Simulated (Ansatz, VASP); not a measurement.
## Ca: VASP beside Ansatz

```
CELL_PARAMETERS angstrom
0.00000 2.79420 2.71037
2.79420 0.00000 2.71037
2.79420 2.79420 0.00000
ATOMIC_POSITIONS crystal
Ca 0.00000 0.00000 0.00000
```

Change from the starting cell: strain +0.000 along x and y, -0.030 along z, atoms carried along.

Alike in both runs: task single point; functional r2SCAN; k mesh 14 × 14 × 14; occupations gaussian, width 0.15 eV; no spin polarisation.

```csv
,VASP,Ansatz
version,VASP 6.6.1,Ansatz 0.2.0
potentials or method,"VASP PAW PBE potentials, release 64 (Ca_sv), cutoff 520 eV","scalar-relativistic, plane waves, PAW"
valence electrons in the cell,10,10
```

|  | VASP | Ansatz | Ansatz less VASP |
| --- | --- | --- | --- |
| gap on the k mesh at the Fermi level (eV) | none | none | - |
| pressure (GPa) | 0.4 | 0.4 | -0.05 |
| traceless stress, the component that is largest in VASP (GPa) | 0.13 | 0.13 | 0.000 |

VASP's potentials were made for PBE, not for r2SCAN. A gap of «none» marks a metal or a gap that the smearing closes.
